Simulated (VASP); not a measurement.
# Sb in VASP: further runs, part 2 of 2

VASP 6.6.1. Earlier steps stand in the parts before.

## (5) Single point, PBE-based screened hybrid with 25 % exact exchange

This run uses another cell than the first one, of 31.38 Å³/atom.

Input file POSCAR:

```
Sb
1.0
    2.1802397367      1.2587619989      3.8113794532
   -2.1802397367      1.2587619989      3.8113794532
    0.0000000000     -2.5175239978      3.8113794532
Sb
2
Direct
    0.7702926770      0.7702926770      0.7702926770
    0.2297073230      0.2297073230      0.2297073230
```

Input file INCAR.step1:

```
SYSTEM = Sb
  ALGO = Normal
  EDIFF = 1E-5
  ENCUT = 520
  GGA = PE
  ISIF = 2
  ISMEAR = -1
  LASPH = .True.
  LCHARG = .False.
  LREAL = .False.
  LWAVE = .True.
  NBANDS = 12
  NELM = 100
  PREC = Accurate
  SIGMA = 0.05
```

Input file INCAR.step2:

```
SYSTEM = Sb
  AEXX = 0.25
  ALGO = Normal
  EDIFF = 1E-7
  ENCUT = 520
  GGA = PE
  HFSCREEN = 0.3
  ISIF = 2
  ISMEAR = -1
  ISTART = 1
  LASPH = .True.
  LCHARG = .False.
  LHFCALC = .True.
  LREAL = .False.
  LWAVE = .False.
  NBANDS = 12
  NELM = 100
  PREC = Accurate
  PRECFOCK = Normal
  SIGMA = 0.05
```

Input file KPOINTS:

```
k-points
0
Gamma
  4 4 4
  0 0 0
```

Potentials or basis: VASP PAW PBE potentials, release 64 (Sb).

Run with:

```sh
> cat potpaw_PBE.64/Sb/POTCAR > POTCAR
> cp INCAR.step1 INCAR
> mpirun -np 1 vasp_std > vasp.out
> cp INCAR.step2 INCAR
> mpirun -np 1 vasp_std > vasp.out
```

OUTCAR:

```text
SYSTEM = Sb
   AEXX = 0.25
   EDIFF = 1E-7
   ENCUT = 520
   GGA = PE
   HFSCREEN = 0.3
   ISIF = 2
   ISMEAR = -1
   ISTART = 1
   LASPH = .True.
   LHFCALC = .True.
   LREAL = .False.
   NELM = 100
   PREC = Accurate
   PRECFOCK = Normal

 ion  position               nearest neighbor table
   1  0.770  0.770  0.770-   2 2.90   2 2.90   2 2.90   2 3.46   2 3.46   2 3.46
   2  0.230  0.230  0.230-   1 2.90   1 2.90   1 2.90   1 3.46   1 3.46   1 3.46

  LATTYP: Found a trigonal (rhomboedric) cell.
 ALAT       =     4.5677719312
 COS(alpha) =     0.5443517839

  Lattice vectors:

 A1 = (   2.1802397367,   1.2587619989,   3.8113794532)
 A2 = (  -2.1802397367,   1.2587619989,   3.8113794532)
 A3 = (   0.0000000000,  -2.5175239978,   3.8113794532)

Analysis of symmetry for initial positions (statically):
=====================================================================
 Subroutine PRICEL returns:
 Original cell was already a primitive cell.

 Routine SETGRP: Setting up the symmetry group for a
 trigonal (rhombohedral) supercell.

[... 172 lines left out ...]
      2       1.4346      2.00000
      3       4.5873      2.00000
      4       4.6012      2.00000
      5       4.6012      2.00000
      6       8.6490      0.00000
      7       9.5678      0.00000
      8       9.5678      0.00000
      9      12.2876      0.00000
     10      12.2876      0.00000
     11      12.6643      0.00000
     12      13.7758      0.00000
[... 166 lines left out ...]
 k-point    13 :       0.5000    0.5000    0.5000
  band No.  band energies     occupation
      1      -5.6134      2.00000
      2      -2.7035      2.00000
      3       4.9927      2.00000
      4       4.9927      2.00000
      5       6.0728      1.99924
      6       7.0970      0.00001
      7       7.0970      0.00001
      8       7.9965      0.00000
      9      13.9447      0.00000
     10      15.7479      0.00000
     11      15.7479      0.00000
     12      16.4418      0.00000

------------------------ aborting loop because EDIFF is reached ----------------------------------------

  FORCE on cell =-STRESS in cart. coord.  units (eV):
  Direction    XX          YY          ZZ          XY          YZ          ZX
  --------------------------------------------------------------------------------------
  -------------------------------------------------------------------------------------
  Total       -0.3477210     -0.3477210     -0.2569910     -0.0000000     -0.0000000      0.0000000
  in kB       -8.8768756     -8.8768756     -6.5606546     -0.0000000     -0.0000000      0.0000000
  external PRESSURE =      -8.1048019 kB  Pullay stress =       0.0000000 kB

 VOLUME and BASIS-vectors are now :
 -----------------------------------------------------------------------------
  energy-cutoff  :      520.00
  volume of cell :       62.76
      direct lattice vectors                 reciprocal lattice vectors
     2.180239737  1.258761999  3.811379453     0.229332578  0.132405226  0.087457399
    -2.180239737  1.258761999  3.811379453    -0.229332578  0.132405226  0.087457399
     0.000000000 -2.517523998  3.811379453     0.000000000 -0.264810452  0.087457399

 POSITION                                       TOTAL-FORCE (eV/Angst)
 -----------------------------------------------------------------------------------
      0.00000      0.00000      8.80763         0.000000      0.000000      0.069885
      0.00000      0.00000      2.62651         0.000000     -0.000000     -0.069885
 -----------------------------------------------------------------------------------
    total drift:                               -0.000000      0.000000      0.000000

  FREE ENERGIE OF THE ION-ELECTRON SYSTEM (eV)
  ---------------------------------------------------
  free  energy   TOTEN  =        -9.8466313714 eV

  energy  without entropy=       -9.8435696533  energy(sigma->0) =       -9.84510051
```

Run time: 31 min. Hardware: 1 thread of Intel Xeon 8259CL, shared host; peak memory 0.31 GiB.

What came out:

- Free energy: -9.8466 eV
- Pressure: -0.8 GPa
- Largest force: 0.070 eV/Å

Forces in eV/Å, atoms in the order of the input:
```
Sb   0.000  0.000  0.070
Sb   0.000  0.000 -0.070
```

Stress tensor (GPa, compression positive):
```
-0.89  0.00  0.00
 0.00 -0.89  0.00
 0.00  0.00 -0.66
```

Levels at points of the mesh, in eV from the Fermi level:
```
           k point  band 1  band 2  band 3  band 4  band 5  band 6  band 7  band 8  band 9  band 10
(0.00, 0.00, 0.00)  -13.53   -5.03   -1.88   -1.87   -1.87    2.18    3.10    3.10    5.82     5.82
(0.50, 0.00, 0.00)  -11.08  -10.13   -2.20   -1.92   -0.11    0.11    0.82    1.20    8.24     8.91
(0.50, 0.50, 0.00)  -11.04   -8.59   -5.40   -3.77   -3.66    1.87    5.55    6.33    7.56     9.30
(0.50, 0.50, 0.50)  -12.08   -9.17   -1.47   -1.47   -0.39    0.63    0.63    1.53    7.48     9.28
```

Caveat: the k points lie up to 0.44 Å⁻¹ apart; the PAW data sets were made with another functional, which shifts forces and pressure a little; spin-orbit coupling is left out, which moves the levels of the heavy elements.

## (6) Single point, PBE

This run uses another cell than the first one, of 32.15 Å³/atom.

Input file INCAR:

```
SYSTEM = Sb
PREC = Accurate
ENCUT = 520
EDIFF = 1E-6
ISMEAR = -1
SIGMA = 0.05
LREAL = .FALSE.
LASPH = .TRUE.
NELM = 60
ALGO = Normal
ISIF = 2
LWAVE = .FALSE.
LCHARG = .FALSE.
GGA = PE
NBANDS = 12
```

Input file KPOINTS:

```
regular mesh
0
G
  6 6 6
  0 0 0
```

Input file POSCAR:

```
Sb
1.0
    2.1884631942      1.2635098143      3.8761713699
   -2.1884631942      1.2635098143      3.8761713699
    0.0000000000     -2.5270196286      3.8761713699
Sb
2
Direct
    0.7686724318      0.7686724318      0.7686724318
    0.2313275682      0.2313275682      0.2313275682
```

Potentials or basis: VASP PAW PBE potentials, release 64 (Sb).

Run with:

```sh
> cat potpaw_PBE.64/Sb/POTCAR > POTCAR
> mpirun -np 1 vasp_std > vasp.out
```

It took 34 s on 1 thread of Intel Xeon 8259CL, shared host; peak memory 0.21 GiB.

The run converged. Its results:

| Quantity | Value |
| --- | --- |
| Free energy | -8.2984 eV |
| Pressure | 0.1 GPa |
| Largest force | 0.037 eV/Å |
| Band gap on the k mesh | zero (bands 5 and 6 overlap by 0.18 eV) |

Forces in eV/Å, atoms in the order of the input:
```
Sb   0.000  0.000 -0.037
Sb   0.000  0.000  0.037
```

Levels at points of the mesh, in eV from the Fermi level:
```tsv
k point	band 3	band 4	band 5	band 6	band 7	band 8
(0.00, 0.00, 0.00)	-1.89	-1.65	-1.65	1.88	2.58	2.58
(0.50, 0.00, 0.00)	-1.91	-1.82	-0.23	-0.19	0.32	0.79
(0.50, 0.50, 0.00)	-4.98	-3.41	-3.36	1.65	4.66	5.41
(0.50, 0.50, 0.50)	-1.24	-1.24	-0.55	0.37	0.37	1.20
```

Caveat: spin-orbit coupling is left out, which moves the levels of the heavy elements.

## (7) Overview

| level | cell | k mesh | cutoff (eV) | smearing | grid for exact exchange (PRECFOCK) | share of exact exchange | screening parameter | gap on the mesh (eV) | pressure (GPa) | largest force (eV/Å) |
| --- | --- | --- | --- | --- | --- | --- | --- | --- | --- | --- |
| PBE0 | a = 4.507 Å, angles 57.1°, 2 atoms, atomic positions A | 4 × 4 × 4 | 520 | fermi-dirac 0.05 eV | Normal | 0.25 | - | 0.93 | -0.4 | 0.46 |
| PBEsol-based global hybrid with 25 % exact exchange | a = 4.457, b = 4.502, c = 4.519 Å, angles 58.0, 57.4, 56.9°, 2 atoms, atomic positions B | 4 × 4 × 4 | 520 | fermi-dirac 0.02 eV | Normal | 0.25 | - | none | -1.0 | 0.04 |
| PBE | a = 4.507 Å, angles 57.1°, 2 atoms, atomic positions C | 8 × 8 × 8 | 500 | fermi-dirac 0.05 eV | - | - | - | none | 2.2 | 0.11 |
| PBE-based screened hybrid with 25 % exact exchange | a = 4.568 Å, angles 57.0°, 2 atoms, atomic positions D | 4 × 4 × 4 | 520 | fermi-dirac 0.05 eV | Normal | 0.25 | 0.3 1/Å | - | -0.8 | 0.07 |
| PBE | a = 4.627 Å, angles 56.5°, 2 atoms, atomic positions E | 6 × 6 × 6 | 520 | fermi-dirac 0.05 eV | - | - | - | none | 0.1 | 0.04 |

Alike in all rows: task single point; potentials or basis VASP PAW PBE potentials, release 64 (Sb); no spin polarisation.

Caveats: some runs use coarse meshes; spin-orbit coupling is left out, which moves the levels of the heavy elements; the PAW data sets were made with another functional, which shifts forces and pressure a little (at least some runs).

Absolute energies hang on the potentials; compare differences alone.
